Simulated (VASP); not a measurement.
HfO2, 6 atoms in the cell. The structure is tetragonal, space group P4_2/nmc (No. 137). Conventional cell: a = 3.558 Å, b = 3.558 Å, c = 5.172 Å, α = 90.00°, β = 90.00°, γ = 90.00°. Within 2.7 Å of Hf (site symmetry -4m2) lie 8 O at 2.05 to 2.37 Å. O (site symmetry 2mm) has 4 Hf at 2.05 to 2.37 Å and 6 O at 2.57 to 2.59 Å within 2.7 Å. 

```yaml
Program: VASP 6.6.1
Task: single point
Functional: PBE
Potentials_or_basis: VASP PAW PBE potentials, release 64 (Hf_pv, O)
Cutoff: 520 eV
k_mesh: 2 × 2 × 2
Occupations: gaussian, width 0.01 eV
Spin: no spin polarisation
Dipole_correction: no
Further_INCAR_settings: ALGO = Normal; EDIFF = 1e-07; NBANDS = 31
```

Potentials or basis: VASP PAW PBE potentials, release 64 (Hf_pv, O).

Run with:

```sh
$ cat potpaw_PBE.64/Hf_pv/POTCAR potpaw_PBE.64/O/POTCAR > POTCAR
$ mpirun -np 1 vasp_std > vasp.out
```

Hardware: 1 thread of Intel Xeon 8259CL, with other jobs on the host.

**Question.** How long does it take, and how much memory?

**Answer.** Wall time 21 s on 1 thread of Intel Xeon 8259CL (shared host), peak memory 0.18 GiB. Counts: scf iterations 16, k points 6.
